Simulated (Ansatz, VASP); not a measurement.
One calculation of Al, two programs

The input INCAR:

```
ALGO     = Normal         # electronic algorithm
EDIFF    = 1E-6           # SCF threshold, eV
ENCUT    = 520            # plane-wave cutoff, eV
GGA      = PS             # functional
ISIF     = 2              # what is computed and relaxed
ISMEAR   = 0              # smearing method
LASPH    = True           # aspherical terms in the spheres
LCHARG   = False          # write CHGCAR
LREAL    = False          # projectors in reciprocal space
LWAVE    = False          # write WAVECAR
NBANDS   = 10             # bands
NELM     = 100            # most SCF steps
PREC     = Accurate       # precision mode
SIGMA    = 0.15           # smearing width, eV
```

Contents of KPOINTS:

```
k-points
0
Gamma
  18 18 10
```

The input POSCAR:

```
Al
1.0
    3.0492000000      0.0000000000      0.0000000000
   -1.5246000000      2.6406846612      0.0000000000
    0.0000000000      0.0000000000      4.4157000000
Al
2
Direct
    0.6666666667      0.3333333333      0.7500000000
    0.3333333333      0.6666666667      0.2500000000
```

Input for Ansatz:

```yaml
crystal:
  lattice:
    - [3.0492, 0.0, 0.0]
    - [-1.5246, 2.6406846612, 0.0]
    - [0.0, 0.0, 4.4157]
  atoms:
    - { symbol: Al, position: [0.6666666667, 0.3333333333, 0.75] }
    - { symbol: Al, position: [0.3333333333, 0.6666666667, 0.25] }
basis:
  ecutwfc: 420
kpoints:
  mp_grid: { grid: [18, 18, 10] }
hamiltonian:
  xc: pbesol
  pseudopotentials: { kind: paw, azcp: { folder: soft_1 } }
scf:
  occupations: { method: gaussian, width: 0.15 }
output:
  forces: true
  stress: true
  eigenvalues: true
```

Alike in both runs: task single point; functional PBEsol; k mesh 18 × 18 × 10; occupations gaussian, width 0.15 eV; no spin polarisation.

|  | VASP | Ansatz |
| --- | --- | --- |
| version | VASP 6.6.1 | Ansatz 0.2.0 |
| potentials or method | VASP PAW PBE potentials, release 64 (Al), cutoff 520 eV | scalar-relativistic, plane waves, PAW |
| valence electrons in the cell | 6 | 6 |

Ansatz gave:

| Property | Result |
| --- | --- |
| gap on the k mesh at the Fermi level (eV) | none |
| pressure (GPa) | -4.5 |
| traceless stress, the component that is largest in VASP (GPa) | 3.49 |

What did VASP give for the same quantities?

gap on the k mesh at the Fermi level (eV): none; pressure (GPa): -4.4; traceless stress, the component that is largest in VASP (GPa): 3.52.

VASP's potentials were made for PBE, not for PBEsol, and Ansatz warns of the same on its side. A gap of «none» marks a metal or a gap that the smearing closes.
